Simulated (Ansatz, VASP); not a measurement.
# Al: VASP beside Ansatz

Contents of POSCAR:

```
Al
1.0
   -1.6389552507      1.6389552507      1.6389552507
    1.6389552507     -1.6389552507      1.6389552507
    1.6389552507      1.6389552507     -1.6389552507
Al
1
Direct
    0.0000000000      0.0000000000      0.0000000000
```

INCAR.step1

```
SYSTEM = Al
ALGO = Normal
EDIFF = 1E-4
ENCUT = 520
GGA = PE
ISMEAR = 0
LASPH = .True.
LCHARG = .False.
LREAL = .False.
LWAVE = .True.
NBANDS = 8
NELM = 80
PREC = Accurate
SIGMA = 0.15
```

File INCAR.step2:

```
SYSTEM = Al
ALGO = Normal
EDIFF = 1E-7
ENCUT = 520
ISIF = 2
ISMEAR = 0
ISTART = 1
LASPH = .True.
LCHARG = .False.
LMIXTAU = .True.
LREAL = .False.
LWAVE = .False.
METAGGA = R2SCAN
NBANDS = 8
NELM = 80
PREC = Accurate
SIGMA = 0.15
```

File KPOINTS:

```
k-points
0
Gamma
  20 20 20
  0 0 0
```

Input for Ansatz:

```yaml
crystal:
  lattice:
    - [-1.6389552507, 1.6389552507, 1.6389552507]
    - [1.6389552507, -1.6389552507, 1.6389552507]
    - [1.6389552507, 1.6389552507, -1.6389552507]
  atoms:
    - { symbol: Al, position: [0.0, 0.0, 0.0] }
basis:
  ecutwfc: 500
kpoints:
  mp_grid: { grid: [20, 20, 20] }
hamiltonian:
  xc: r2scan
scf:
  occupations: { method: gaussian, width: 0.15 }
output:
  forces: true
  stress: true
  eigenvalues: true
```

Change from the starting cell: strain +0.030 along x and y, +0.030 along z, atoms carried along.

Alike in both runs: task single point; functional r2SCAN; k mesh 20 × 20 × 20; occupations gaussian, width 0.15 eV; no spin polarisation.

|  | VASP | Ansatz |
| --- | --- | --- |
| version | VASP 6.6.1 | Ansatz 0.2.0 |
| potentials or method | VASP PAW PBE potentials, release 64 (Al), cutoff 520 eV | scalar-relativistic, plane waves, PAW |
| valence electrons in the cell | 3 | 3 |

VASP gave:

```
gap on the k mesh at the Fermi level (eV) : none
pressure (GPa)                            : -5.9
```

Task: Which values does Ansatz return?

Result: gap on the k mesh at the Fermi level (eV): none; pressure (GPa): -5.7.

VASP's potentials were made for PBE, not for r2SCAN. A gap of «none» marks a metal or a gap that the smearing closes.
